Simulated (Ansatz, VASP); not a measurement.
Two plane-wave programs on TaPb

```
Ta Pb
1.0
     0.00000    2.88425    2.88425
     2.88425    0.00000    2.88425
     2.88425    2.88425    0.00000
Ta Pb
1 1
Direct
  0.50000 0.50000 0.50000
  0.00000 0.00000 0.00000
```

Alike in both runs: functional PBE; k mesh 6 × 6 × 6; occupations gaussian, width 0.1 eV; no spin polarisation.

Ansatz relaxed the structure, and its values are those at the end. VASP's run is a single point on that final structure, the one shown.

|  | VASP | Ansatz |
| --- | --- | --- |
| version | VASP 6.6.1 | Ansatz 0.2.0 |
| potentials or method | VASP PAW PBE potentials, release 64 (Ta_pv, Pb_d), cutoff 520 eV | scalar-relativistic, plane waves, PAW |
| valence electrons in the cell | 25 | 27 |

|  | VASP | Ansatz | Ansatz less VASP |
| --- | --- | --- | --- |
| gap on the k mesh at the Fermi level (eV) | none | none | - |
| pressure (GPa) | -0.1 | 0.0 | +0.03 |

A gap of «none» marks a metal or a gap that the smearing closes. VASP's potentials hold 25 valence electrons a cell and Ansatz's 27, so a difference there can come from the potentials and not from the codes.

Spin-orbit coupling is off throughout.
